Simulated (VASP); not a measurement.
# Ta4F in VASP: relaxation of the atoms with LDA

Aim: the relaxation of the atoms of Ta4F with LDA.

Everything below comes from runs of VASP 6.6.1. Logs are shortened: lines on timing, memory, paths and dates and some standing lists are left out, and cuts for length are marked.

**1. The cell of the first run**

The cell holds a slab with vacuum, 5 atoms: a = 3.253 Å, b = 3.253 Å, c = 20.213 Å, α = 90.00°, β = 90.00°, γ = 90.00°.

**2. Relaxation of the atoms, LDA**

INCAR reads:

```
SYSTEM = Ta4F
  ALGO = Normal
  DIPOL = 0.5 0.5 0.362
  EDIFF = 1E-7
  EDIFFG = -0.025
  ENCUT = 520
  IBRION = 2
  IDIPOL = 3
  ISIF = 2
  ISMEAR = 0
  LASPH = .True.
  LCHARG = .False.
  LDIPOL = .True.
  LREAL = .False.
  LWAVE = .False.
  NELM = 80
  NSW = 36
  PREC = Accurate
  SIGMA = 0.1
```

KPOINTS reads:

```
k-points
0
Gamma
  8 8 1
  0 0 0
```

POSCAR reads:

```
Ta4F
1.0
    3.2528501167      0.0000000000      0.0000000000
    0.0000000000      3.2528501167      0.0000000000
    0.0000000000      0.0000000000     20.2133955742
Ta F
4 1
Selective dynamics
Direct
    0.5000000000      0.5000000000      0.1978885727  F F F
    0.0000000000      0.0000000000      0.2783513061  F F F
    0.5000000000      0.5000000000      0.3580225065  F F F
    0.0000000000      0.0000000000      0.4310703534  F F F
    0.0000000000      0.0000000000      0.5438668399  F F T
```

Potentials or basis: VASP PAW LDA potentials, release 64 (Ta_pv, F).

Launch:

```
cat potpaw_LDA.64/Ta_pv/POTCAR potpaw_LDA.64/F/POTCAR > POTCAR
mpirun -np 1 vasp_std > vasp.out
```

OUTCAR:

```text
SYSTEM = Ta4F
   EDIFF = 1E-7
   EDIFFG = -0.025
   ENCUT = 520
   IBRION = 2
   ISIF = 2
   ISMEAR = 0
   LASPH = .True.
   LREAL = .False.
   NELM = 80
   NSW = 36
   PREC = Accurate

 ion  position               nearest neighbor table
   1  0.500  0.500  0.198-   2 2.82   2 2.82   2 2.82   2 2.82   3 3.24
   2  0.000  0.000  0.278-   3 2.81   3 2.81   3 2.81   3 2.81   1 2.82   1 2.82   1 2.82   1 2.82
                             4 3.09
   3  0.500  0.500  0.358-   4 2.73   4 2.73   4 2.73   4 2.73   2 2.81   2 2.81   2 2.81   2 2.81
                             1 3.24
   4  0.000  0.000  0.431-   5 2.28   3 2.73   3 2.73   3 2.73   3 2.73   2 3.09
   5  0.000  0.000  0.544-   4 2.28

  LATTYP: Found a simple tetragonal cell.
 ALAT       =     3.2528501167
 C/A-ratio  =     6.2140568575

  Lattice vectors:

 A1 = (   3.2528501167,   0.0000000000,   0.0000000000)
 A2 = (   0.0000000000,   3.2528501167,   0.0000000000)
 A3 = (   0.0000000000,   0.0000000000,  20.2133955742)

Analysis of symmetry for initial positions (statically):
=====================================================================
 Subroutine PRICEL returns:
 Original cell was already a primitive cell.

 Routine SETGRP: Setting up the symmetry group for a
 simple tetragonal supercell.

 Subroutine GETGRP returns: Found  8 space group operations
 (whereof  8 operations were pure point group operations)
 out of a pool of 16 trial point group operations.

The static configuration has the point symmetry C_4v.

Analysis of symmetry for dynamics (positions and initial velocities):
=====================================================================
 Subroutine PRICEL returns:
 Original cell was already a primitive cell.

 Routine SETGRP: Setting up the symmetry group for a
 simple tetragonal supercell.

 Subroutine GETGRP returns: Found  8 space group operations
 (whereof  8 operations were pure point group operations)
 out of a pool of 16 trial point group operations.

The dynamic configuration has the point symmetry C_4v.

Analysis of constrained symmetry for selective dynamics:
=====================================================================
 Subroutine PRICEL returns:
 Original cell was already a primitive cell.

 Routine SETGRP: Setting up the symmetry group for a
 simple tetragonal supercell.

[... 142 lines left out ...]

 Free energy of the ion-electron system (eV)
  ---------------------------------------------------
  ext. energy  EPLUGINS =         0.00000000
  ---------------------------------------------------
  free energy    TOTEN  =       -52.47962110 eV

  energy without entropy =      -52.45950557  energy(sigma->0) =      -52.46956333

------------------------ aborting loop because EDIFF is reached ----------------------------------------

  FORCE on cell =-STRESS in cart. coord.  units (eV):
  Direction    XX          YY          ZZ          XY          YZ          ZX
  --------------------------------------------------------------------------------------
  -------------------------------------------------------------------------------------
  Total       -3.0832513     -3.0832513    -10.2111330      0.0000000     -0.0000000      0.0000000
  in kB      -23.0968164    -23.0968164    -76.4921973      0.0000000     -0.0000000      0.0000000
  external PRESSURE =     -40.8952767 kB  Pullay stress =       0.0000000 kB
[... 65 lines left out ...]
--------------------------------------- Ionic step        3  -------------------------------------------

 number of electron      50.9999997 magnetization

 E-fermi :   0.3242     XC(G=0):  -5.5968

 val. band max:        0.2871483543   @ k =   0.2500   0.0000   0.0000
 cond. band min:       0.3278246336   @ k =   0.5000   0.0000   0.0000
 fundamental gap:      0.0406762793
 Fermi energy:         0.3241512747

 k-point     1 :       0.0000    0.0000    0.0000
  band No.  band energies     occupation
      1     -42.1125      2.00000
      2     -34.3739      2.00000
      3     -34.2244      2.00000
      4     -34.2244      2.00000
      5     -34.1239      2.00000
      6     -34.1239      2.00000
[... 516 lines left out ...]
  FREE ENERGIE OF THE ION-ELECTRON SYSTEM (eV)
  ---------------------------------------------------
  free  energy   TOTEN  =       -40.2794759305 eV

  energy  without entropy=      -40.2575584241  energy(sigma->0) =      -40.26851718

 dipolmoment           0.000000      0.000000     -0.253178 electrons x Angstroem

[... ionic steps 4 to 17 ...]

--------------------------------------- Ionic step       18  -------------------------------------------

 number of electron      50.9999999 magnetization

------------------------ aborting loop because EDIFF is reached ----------------------------------------
[... 73 lines left out ...]
--------------------------------------- Ionic step       20  -------------------------------------------

 number of electron      51.0000000 magnetization

 dipolmoment           0.000000      0.000000      0.163557 electrons x Angstroem

 Free energy of the ion-electron system (eV)
  ---------------------------------------------------
  ext. energy  EPLUGINS =         0.00000000
  ---------------------------------------------------
  free energy    TOTEN  =       -53.98846120 eV

  energy without entropy =      -53.97033641  energy(sigma->0) =      -53.97939880

 E-fermi :  -1.4644     XC(G=0):  -5.7181

 val. band max:       -1.4664529892   @ k =   0.3750   0.1250   0.0000
 cond. band min:      -1.3508215287   @ k =   0.5000   0.0000   0.0000
 fundamental gap:      0.1156314605
 Fermi energy:        -1.4644476068

 k-point     1 :       0.0000    0.0000    0.0000
  band No.  band energies     occupation
      1     -36.3687      2.00000
      2     -36.1657      2.00000
      3     -35.9890      2.00000
      4     -35.9890      2.00000
      5     -35.8188      2.00000
      6     -35.8188      2.00000
[... 484 lines left out ...]
     29       1.0835      0.00000
     30       2.2557      0.00000

------------------------ aborting loop because EDIFF is reached ----------------------------------------

 vacuum level on the upper side and lower side of the slab       (xc-potential included)         1.353        -1.531

  FORCE on cell =-STRESS in cart. coord.  units (eV):
  Direction    XX          YY          ZZ          XY          YZ          ZX
  --------------------------------------------------------------------------------------
  -------------------------------------------------------------------------------------
  Total       -2.6942437     -2.6942437      1.6353613      0.0000000      0.0000000      0.0000000
  in kB      -20.1827375    -20.1827375     12.2505876      0.0000000      0.0000000      0.0000000
  external PRESSURE =      -9.3716291 kB  Pullay stress =       0.0000000 kB
[... 20 lines left out ...]
  FREE ENERGIE OF THE ION-ELECTRON SYSTEM (eV)
  ---------------------------------------------------
  free  energy   TOTEN  =       -53.9884611960 eV

  energy  without entropy=      -53.9703364076  energy(sigma->0) =      -53.97939880

 reached required accuracy - stopping structural energy minimisation

 vacuum level on the upper side and lower side of the slab         5.620         2.665
```

CONTCAR:

```text
Ta4F
   1.00000000000000
     3.2528501166999999    0.0000000000000000    0.0000000000000000
     0.0000000000000000    3.2528501166999999    0.0000000000000000
     0.0000000000000000    0.0000000000000000   20.2133955741999998
  Ta              F
     4     1
Selective dynamics
Direct
     0.5000000000000000    0.5000000000000000    0.1978885727000019   F   F   F
     0.0000000000000000    0.0000000000000000    0.2783513060999994   F   F   F
     0.5000000000000000    0.5000000000000000    0.3580225064999993   F   F   F
     0.0000000000000000    0.0000000000000000    0.4310703534000027   F   F   F
     0.0000000000000000    0.0000000000000000    0.5228619330661939   F   F   T

  0.00000000E+00  0.00000000E+00  0.00000000E+00
  0.00000000E+00  0.00000000E+00  0.00000000E+00
  0.00000000E+00  0.00000000E+00  0.00000000E+00
  0.00000000E+00  0.00000000E+00  0.00000000E+00
  0.00000000E+00  0.00000000E+00  0.00000000E+00
```

Run time: 17 min. Hardware: 1 thread of Intel Xeon Platinum 8488C (Sapphire Rapids), shared host; peak memory 0.29 GiB.

What came out:

```yaml
Free_energy: -53.9885 eV
Band_gap_on_the_k_mesh: zero (an odd number of electrons rules out a gap without spin polarisation)
```

Final structure:
```cif
data_structure
_symmetry_space_group_name_H-M 'P 1'
_symmetry_Int_Tables_number 1
_cell_length_a 3.2529
_cell_length_b 3.2529
_cell_length_c 20.2134
_cell_angle_alpha 90.000
_cell_angle_beta 90.000
_cell_angle_gamma 90.000
_cell_volume 213.88
loop_
_atom_site_label
_atom_site_type_symbol
_atom_site_fract_x
_atom_site_fract_y
_atom_site_fract_z
_atom_site_occupancy
Ta1 Ta 0.50000 0.50000 0.19789 1
Ta2 Ta 0.00000 0.00000 0.27835 1
Ta3 Ta 0.50000 0.50000 0.35802 1
Ta4 Ta 0.00000 0.00000 0.43107 1
F1 F 0.00000 0.00000 0.52286 1
```

Levels at points of the mesh, in eV from the Fermi level:
| k point | band 22 | band 23 | band 24 | band 25 | band 26 | band 27 | band 28 | band 29 | band 30 |
| --- | --- | --- | --- | --- | --- | --- | --- | --- | --- |
| (0.00, 0.00, 0.00) | -2.73 | -0.12 | -0.11 | 0.37 | 0.37 | 0.50 | 0.86 | 0.86 | 1.71 |
| (0.50, 0.00, 0.00) | -1.51 | -1.23 | -1.21 | 0.11 | 0.22 | 0.35 | 0.79 | 1.19 | 1.88 |
| (0.50, 0.50, 0.00) | -1.96 | -1.44 | -1.44 | -0.26 | -0.26 | 2.21 | 2.21 | 2.55 | 3.72 |

Caveat: spin-orbit coupling is left out, which moves the levels of the heavy elements; an odd number of electrons without spin polarisation forces a metal; a magnetic or distorted state may lie lower.

The gap in the log of VASP goes by the Fermi energy; the results here count the filled bands.